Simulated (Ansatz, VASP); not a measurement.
# One calculation of CO2, two programs

```xyz
6
Lattice="-1.9480 1.9480 2.9733 1.9480 -1.9480 2.9733 1.9480 1.9480 -2.9733" Properties=species:S:1:pos:R:3 pbc="T T T"
C     0.0000    1.9480    1.4867
C     0.0000    0.0000    0.0000
O    -0.9740    1.3044    2.2300
O     2.9221    0.6436   -0.7433
O     0.6436    0.9740    0.7433
O     1.3044    0.9740    3.7167
```

Alike in both runs: task single point; functional PBEsol; k mesh 7 × 7 × 7; no spin polarisation.

|  | VASP | Ansatz |
| --- | --- | --- |
| version | VASP 6.6.1 | Ansatz 0.2.0 |
| potentials or method | VASP PAW PBE potentials, release 64 (C, O), cutoff 520 eV | plane waves, PAW |
| occupations | methfessel-paxton of order 1, width 0.02 eV | cold, width 0.02 eV |
| valence electrons in the cell | 32 | 32 |

```csv
,VASP,Ansatz,Ansatz less VASP
pressure (GPa),6.3,4.5,-1.84
"traceless stress, the component that is largest in VASP (GPa)",-1.76,-1.61,+0.148
```

VASP's potentials were made for PBE, not for PBEsol. Ansatz's warnings: stress scf threshold loose.
